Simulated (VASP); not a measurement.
The system is Y3NbO.

```
CELL_PARAMETERS angstrom
5.46929 0.00000 0.00000
-2.73464 4.73654 0.00000
0.00000 0.00000 4.19948
ATOMIC_POSITIONS crystal
Y 0.50000 0.00000 0.50000
Y 0.00000 0.50000 0.50000
Y 0.50000 0.50000 0.50000
Nb 0.00000 0.00000 0.50000
O 0.00000 0.00000 0.00000
```

The cell was generated, and may not be a known phase.

```yaml
Program: VASP 6.6.1
Task: relaxation of cell and atoms
Functional: PBE
Potentials_or_basis: VASP PAW PBE potentials, release 64 (Y_sv, Nb_sv, O)
Cutoff: 600 eV
k_mesh: 6 × 6 × 4
Occupations: gaussian, width 0.1 eV
Spin: no spin polarisation
```

At the start: pressure 19.6 GPa; volume 21.76 Å³/atom.

Problem. How do energy, volume and symmetry change on relaxing?

Solution. Over 7 steps the energy falls by 1029.3 meV/atom and the volume is 29.09 Å³/atom (+33.7 %); space group P6/mmm (No. 191, to 0.1 Å) before and after.

The path:
```csv
step,energy change (eV),largest force (eV/Å),pressure (GPa),volume (Å³)
1,0.0000,0.0000,19.61,108.79
2,-5.0867,0.0000,-1.29,151.49
3,-5.1429,0.0000,-0.59,146.50
4,-5.1423,0.0000,-0.72,147.26
5,-5.1412,0.0000,0.33,145.34
6,-5.1447,0.0000,-0.25,146.38
7,-5.1465,0.0000,-0.03,145.47
```

Final structure:
```xyz
5
Lattice="6.6218 0.0000 0.0000 -3.3109 5.7346 0.0000 0.0000 0.0000 3.8309" Properties=species:S:1:pos:R:3 pbc="T T T"
Y     0.0000    5.7346    1.9155
Y    -1.6554    2.8673    1.9155
Y     1.6554    2.8673    1.9155
Nb    0.0000    0.0000    1.9155
O     0.0000    0.0000    0.0000
```

Caveat: the k points lie up to 0.41 Å⁻¹ apart in the final cell, too coarse for converged energies and pressures of a metal; the volume moved by over 15 % at a fixed basis, so the end points are rough.
